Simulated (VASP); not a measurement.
Set up this calculation in VASP 6.6.1, as the native input.

| Quantity | Value |
| --- | --- |
| Task | single point |
| Functional | LDA |
| Potentials or basis | VASP PAW LDA potentials, release 64 (Na_pv) |
| Cutoff | 520 eV |
| k mesh | 18 × 18 × 18 |
| Occupations | fermi-dirac, width 0.1 eV |
| Spin | no spin polarisation |
| Dipole correction | no |
| Further INCAR settings | ALGO = Normal; EDIFF = 1e-06; NBANDS = 10 |

The structure of Na lies in POSCAR:

```
Na
1.0
   -2.0012970972      2.0012970972      2.0012970972
    2.0012970972     -2.0012970972      2.0012970972
    2.0012970972      2.0012970972     -2.0012970972
Na
1
Direct
    0.0000000000      0.0000000000      0.0000000000
```

This cell differs from its parent crystal: volume scaled by 0.96.

These files were run (other wordings do the same):

INCAR

```
SYSTEM = Na
PREC     = Accurate       ! precision mode
ENCUT    = 520            ! plane-wave cutoff, eV
EDIFF    = 1E-6           ! SCF threshold, eV
ISMEAR   = -1             ! smearing method
SIGMA    = 0.1            ! smearing width, eV
LREAL    = .FALSE.        ! projectors in reciprocal space
LASPH    = .TRUE.         ! aspherical terms in the spheres
NELM     = 60             ! most SCF steps
ALGO     = Normal         ! electronic algorithm
ISIF     = 2              ! what is computed and relaxed
LWAVE    = .FALSE.        ! write WAVECAR
LCHARG   = .FALSE.        ! write CHGCAR
NBANDS   = 10             ! bands
```

KPOINTS

```
regular mesh
0
G
  18 18 18
  0 0 0
```

Potentials or basis: VASP PAW LDA potentials, release 64 (Na_pv).

Run with:

```console
$ cat potpaw_LDA.64/Na_pv/POTCAR > POTCAR
$ mpirun -np 1 vasp_std > vasp.out
```

It gave:

| Property | Result |
| --- | --- |
| Pressure | 0.3 GPa |

It took 34 s on 1 thread of Intel(R) Xeon(R) Platinum 8259CL CPU @ 2.50GHz (Skylake/Cascade Lake) (shared host), peak memory 0.17 GiB.
